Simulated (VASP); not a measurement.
# In (I4/mmm) in VASP: single point with PBEsol

Aim: the single point of In with PBEsol.

Everything below comes from runs of VASP 6.6.1. Logs are shortened: lines on timing, memory, paths and dates and some standing lists are left out, and cuts for length are marked.

### 1 The cell of the first run

The typed cell holds 1 atom: a = 3.307 Å, b = 3.307 Å, c = 3.307 Å, α = 119.98°, β = 119.98°, γ = 90.04°.

### 2 Single point, PBEsol

INCAR reads:

```
SYSTEM = In
PREC = Accurate
ENCUT = 520
EDIFF = 1E-6
ISMEAR = 0
SIGMA = 0.1
LREAL = .False.
LASPH = .True.
NELM = 100
ALGO = Fast
ISIF = 2
LWAVE = .False.
LCHARG = .False.
GGA = PS
NBANDS = 12
```

KPOINTS reads:

```
Automatic mesh
0
Gamma
  18 18 18
  0 0 0
```

POSCAR reads:

```
In
1.0
   -1.6542731642      1.6542731642      2.3378786880
    1.6542731642     -1.6542731642      2.3378786880
    1.6542731642      1.6542731642     -2.3378786880
In
1
Direct
    0.0000000000      0.0000000000      0.0000000000
```

Potentials or basis: VASP PAW PBE potentials, release 64 (In_d).

Launch:

```bash
> cat potpaw_PBE.64/In_d/POTCAR > POTCAR
> mpirun -np 1 vasp_std > vasp.out
```

OUTCAR:

```text
SYSTEM = In
   PREC = Accurate
   ENCUT = 520
   EDIFF = 1E-6
   ISMEAR = 0
   LREAL = .False.
   LASPH = .True.
   NELM = 100
   ISIF = 2
   GGA = PS

 ion  position               nearest neighbor table
   1  0.000  0.000  0.000-

  LATTYP: Found a body centered tetragonal cell.
 ALAT       =     3.3085463284
 C/A-ratio  =     1.4132361805

  Lattice vectors:

 A1 = (  -1.6542731642,   1.6542731642,   2.3378786880)
 A2 = (   1.6542731642,  -1.6542731642,   2.3378786880)
 A3 = (   1.6542731642,   1.6542731642,  -2.3378786880)

Analysis of symmetry for initial positions (statically):
=====================================================================
 Subroutine PRICEL returns:
 Original cell was already a primitive cell.

 Routine SETGRP: Setting up the symmetry group for a
 body centered tetragonal supercell.

 Subroutine GETGRP returns: Found 16 space group operations
 (whereof 16 operations were pure point group operations)
 out of a pool of 16 trial point group operations.

The static configuration has the point symmetry D_4h.

Analysis of symmetry for dynamics (positions and initial velocities):
=====================================================================
 Subroutine PRICEL returns:
 Original cell was already a primitive cell.

 Routine SETGRP: Setting up the symmetry group for a
 body centered tetragonal supercell.

 Subroutine GETGRP returns: Found 16 space group operations
 (whereof 16 operations were pure point group operations)
 out of a pool of 16 trial point group operations.

The dynamic configuration has the point symmetry D_4h.

 Subroutine INISYM returns: Found 16 space group operations
 (whereof 16 operations are pure point group operations),
 and found     1 'primitive' translations

----------------------------------------------------------------------------------------

                                     Primitive cell

  volume of cell :      25.5915

  direct lattice vectors                    reciprocal lattice vectors
    -1.654273164  1.654273164  2.337878688     0.000000000  0.302247543  0.213869095
     1.654273164 -1.654273164  2.337878688     0.302247543  0.000000000  0.213869095
     1.654273164  1.654273164 -2.337878688     0.302247543  0.302247543  0.000000000

  length of vectors
     3.307403236  3.307403236  3.307403236     0.370261485  0.370261485  0.427442575

  position of ions in fractional coordinates (direct lattice)
     0.000000000  0.000000000  0.000000000

[... 78 lines left out ...]
   NSW    =      0    number of steps for IOM
   IBRION =     -1    ionic relax: 0-MD 1-quasi-New 2-CG
   NFREE  =      0    steps in history (QN), initial steepest desc. (CG)
   ISIF   =      2    stress and relaxation
   ISYM   =      2    0-nonsym 1-usesym 2-fastsym
   POTIM  = 0.5000    time-step for ionic-motion
   TEBEG  =    0.0;   TEEND  =   0.0 temperature during run
   PSTRESS=    0.0 pullay stress
   NELECT =      13.0000    total number of electrons
   NUPDOWN=      -1.0000    fix difference up-down
   EMIN   =  10.00;   EMAX   =-10.00  energy-range for DOS
   EFERMI =   0.00;   METHOD = LEGACY
   ISMEAR =     0;   SIGMA  =   0.10  broadening in eV -4-tet -1-fermi 0-gaus
   EFERMI_NEDOS =   21; number of points for ismear=-14 and -15
   IALGO  =     68    algorithm
   IMIX   =      4    mixing-type and parameters
     AMIX     =   0.40;   BMIX     =  1.00
     AMIX_MAG =   1.60;   BMIX_MAG =  1.00
  volume/ion in A,a.u.               =      25.59       172.70
  Fermi-wavevector in a.u.,A,eV,Ry     =   1.306243  2.468440 23.215206  1.706269
  Thomas-Fermi vector in A             =   2.437058
   LORBIT       =      0    0 simple, 1 ext, 2 COOP (PROOUT), +10 PAW based schemes
   GGA     = PS    functional components
   LHFCALC =     F    Hartree Fock is set to
   AEXX    =    0.0000 exact exchange contribution
   IVDW    =     0    specifies the selected vdW correction
   LEPSILON=     F    determine dielectric tensor
   LRPA    =     F    only Hartree local field effects (RPA)
 non-spin polarized calculation
 RMM-DIIS sequential band-by-band and
 Gauss-broadening in eV      SIGMA  =   0.10
  energy-cutoff  :      520.00
  volume of cell :       25.59
 maximum number of plane-waves:       701
 NGX is ok and might be reduce to    28
   NGX = 13   NGY = 13   NGZ = 13

 number of electron      13.0000002 magnetization

 Free energy of the ion-electron system (eV)
  ---------------------------------------------------
  ext. energy  EPLUGINS =         0.00000000
  ---------------------------------------------------
  free energy    TOTEN  =        -2.98638290 eV

  energy without entropy =       -2.98414560  energy(sigma->0) =       -2.98526425

 E-fermi :   7.6123     XC(G=0): -10.5107

 val. band max:        7.6118505881   @ k =  -0.3889  -0.3889   0.1111
 cond. band min:       7.6123530377   @ k =   0.2778   0.2778   0.1111
 fundamental gap:      0.0005024496
 Fermi energy:         7.6122676500

 k-point     1 :       0.0000    0.0000    0.0000
  band No.  band energies     occupation
      1      -6.9582      2.00000
      2      -6.9582      2.00000
      3      -6.9572      2.00000
      4      -6.7738      2.00000
      5      -6.7728      2.00000
      6      -2.1108      2.00000
      7      18.3557      0.00000
      8      18.3575      0.00000
      9      18.3575      0.00000
     10      19.1799      0.00000
     11      21.7839      0.00000
     12      21.7847      0.00000
[... 331 lines left out ...]
 k-point    24 :      -0.2222    0.0556    0.0000
  band No.  band energies     occupation
      1      -6.9822      2.00000
      2      -6.9088      2.00000
      3      -6.9020      2.00000
      4      -6.7824      2.00000
      5      -6.7358      2.00000
      6      -1.1128      2.00000
      7      12.3834      0.00000
      8      16.3723      0.00000
      9      17.3167      0.00000
     10      19.2724      0.00000
     11      21.0405      0.00000
     12      22.6856      0.00000

 [... further k-points ...]
[... 5 lines left out ...]
  --------------------------------------------------------------------------------------
  -------------------------------------------------------------------------------------
  Total       -0.0035686     -0.0035686     -0.0023993      0.0000000     -0.0000000      0.0000000
  in kB       -0.2234172     -0.2234172     -0.1502130      0.0000000     -0.0000000      0.0000000
  external PRESSURE =      -0.1990158 kB  Pullay stress =       0.0000000 kB

 VOLUME and BASIS-vectors are now :
 -----------------------------------------------------------------------------
  energy-cutoff  :      520.00
  volume of cell :       25.59
      direct lattice vectors                 reciprocal lattice vectors
    -1.654273164  1.654273164  2.337878688     0.000000000  0.302247543  0.213869095
     1.654273164 -1.654273164  2.337878688     0.302247543  0.000000000  0.213869095
     1.654273164  1.654273164 -2.337878688     0.302247543  0.302247543  0.000000000

 POSITION                                       TOTAL-FORCE (eV/Angst)
 -----------------------------------------------------------------------------------
      0.00000      0.00000      0.00000        -0.000000      0.000000     -0.000000
 -----------------------------------------------------------------------------------
    total drift:                                0.000000      0.000000      0.000000

  FREE ENERGIE OF THE ION-ELECTRON SYSTEM (eV)
  ---------------------------------------------------
  free  energy   TOTEN  =        -2.9863829000 eV

  energy  without entropy=       -2.9841456024  energy(sigma->0) =       -2.98526425
```

stdout:

```text
POSCAR found type information on POSCAR In
 POSCAR found :  1 types and       1 ions
 scaLAPACK will be used
 -----------------------------------------------------------------------------
|                                                                             |
|                                                                             |
|     You enforced a specific xc type in the INCAR file but a different       |
|     I HOPE YOU KNOW WHAT YOU ARE DOING!                                     |
|                                                                             |
 -----------------------------------------------------------------------------

 LDA part: xc-table for (Slater+PW92), standard interpolation
 POSCAR, INCAR and KPOINTS ok, starting setup
 FFT: planning ... GRIDC
 FFT: planning ... GRID_SOFT
 FFT: planning ... GRID
 WAVECAR not read
 entering main loop
WARNING in EDDRMM: call to ZHEGV failed, returncode =   8  4     10
WARNING in EDDRMM: call to ZHEGV failed, returncode =   8  4     11
WARNING in EDDRMM: call to ZHEGV failed, returncode =   8  4     10
WARNING in EDDRMM: call to ZHEGV failed, returncode =   6  3     11
WARNING in EDDRMM: call to ZHEGV failed, returncode =   8  4     10
WARNING in EDDRMM: call to ZHEGV failed, returncode =   6  3     10
WARNING in EDDRMM: call to ZHEGV failed, returncode =   8  4     11
```

Run time: 3.3 min. Hardware: 1 thread of AMD EPYC 7R43 (Zen 3), shared host; peak memory 0.23 GiB.

Results:

* Free energy: -2.9864 eV
* Pressure: 0.0 GPa

Levels at points of the mesh, in eV from the Fermi level:
| k point | band 3 | band 4 | band 5 | band 6 | band 7 | band 8 | band 9 | band 10 |
| --- | --- | --- | --- | --- | --- | --- | --- | --- |
| (0.00, 0.00, 0.00) | -14.57 | -14.39 | -14.39 | -9.72 | 10.74 | 10.75 | 10.75 | 11.57 |
| (0.50, 0.00, 0.00) | -14.56 | -14.22 | -14.22 | -4.35 | -3.50 | 8.54 | 8.55 | 10.87 |
| (0.50, 0.50, 0.00) | -14.23 | -14.18 | -14.18 | -2.31 | -2.07 | 4.06 | 4.07 | 7.49 |
| (0.50, 0.50, 0.50) | -14.23 | -14.18 | -14.18 | -2.30 | -2.06 | 4.05 | 4.05 | 7.48 |

Caveat: the PAW data sets were made with another functional, which shifts forces and pressure a little; spin-orbit coupling is left out, which moves the levels of the heavy elements.
